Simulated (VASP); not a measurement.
Input of a VASP 6.6.1 run:

File INCAR:

```
SYSTEM = Mo
ALGO = Fast
EDIFF = 1E-6
ENCUT = 520
GGA = PS
ISIF = 2
ISMEAR = 0
LASPH = .TRUE.
LCHARG = .FALSE.
LREAL = .FALSE.
LWAVE = .FALSE.
NBANDS = 13
NELM = 80
PREC = Accurate
SIGMA = 0.15
```

KPOINTS

```
k-points
0
G
  24 24 24
  0 0 0
```

POSCAR

```
Mo
1.0
    2.6737770390      0.0000000000      0.0000000000
   -1.3368885195      2.3155588398      0.0000000000
    0.0000000000      0.0000000000      2.4297692985
Mo
1
Direct
    0.0000000000      0.0000000000      0.5000000000
```

Potentials or basis: VASP PAW PBE potentials, release 64 (Mo_sv).

The run is started by

```bash
$ cat potpaw_PBE.64/Mo_sv/POTCAR > POTCAR
$ mpirun -np 1 vasp_std > vasp.out
```

**Question.** What does it give for the band gap on the k mesh?

**Answer.** Zero (band 7 reaches 14.12 eV, above the bottom of band 8 at 11.80 eV).

**Question.** Predict the pressure.

**Answer.** 21.1 GPa.

Stress tensor (GPa, compression positive):
```
20.89  0.00  0.00
 0.00 20.89  0.00
 0.00  0.00 21.57
```

Caveat: the cell differs from its parent crystal (strain -0.025 along x and y, -0.025 along z); the PAW data sets were made with another functional, which shifts forces and pressure a little.
